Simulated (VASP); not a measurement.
Wanted: the native input for a VASP 6.6.1 run.

- Task: single point
- Functional: PBE
- Potentials or basis: VASP PAW PBE potentials, release 64 (Sc_sv, Ru_pv)
- Cutoff: 500 eV
- k mesh: 6 × 6 × 4
- Occupations: gaussian, width 0.2 eV
- Spin: no spin polarisation
- Dipole correction: no
- Further INCAR settings: ALGO = Normal; EDIFF = 1e-06; NBANDS = 63

The structure of ScRu3 lies in POSCAR:

```
ScRu3
1.0
    3.9262662306      0.0000000000      0.0000000000
    0.0000000000      3.9262662306      0.0000000000
    0.0000000000      0.0000000000      7.8525324612
Sc Ru
2 6
Direct
    1.0000000000      0.0000000000      0.0000000000
    1.0000000000      0.0000000000      0.5000000000
    0.0000000000      0.5000000000      0.2500000000
    0.0000000000      0.5000000000      0.7500000000
    0.5000000000      0.0000000000      0.2500000000
    0.5000000000      0.0000000000      0.7500000000
    0.5000000000      0.5000000000      0.0000000000
    0.5000000000      0.5000000000      0.5000000000
```

One way to write it, as run:

INCAR

```
SYSTEM = ScRu3
PREC = Accurate
ENCUT = 500
EDIFF = 1E-6
ISMEAR = 0
SIGMA = 0.2
LREAL = .FALSE.
LASPH = .TRUE.
NELM = 120
ALGO = Normal
ISIF = 2
LWAVE = .FALSE.
LCHARG = .TRUE.
GGA = PE
LELF = .TRUE.
LVHAR = .TRUE.
NBANDS = 63
GGA_COMPAT = .FALSE.
```

KPOINTS

```
Automatic mesh
0
G
  6 6 4
  0 0 0
```

Potentials or basis: VASP PAW PBE potentials, release 64 (Sc_sv, Ru_pv).

Run with:

```console
$ cat potpaw_PBE.64/Sc_sv/POTCAR potpaw_PBE.64/Ru_pv/POTCAR > POTCAR
$ mpirun -np 1 vasp_std > vasp.out
```

Results of the run:

The pressure is 0.2 GPa. The band gap on the k mesh is zero (bands 53 and 54 overlap by 0.99 eV).

It took 5.6 min on 1 thread of Oxide Virtual Turin-like Processor (shared host), peak memory 0.27 GiB.
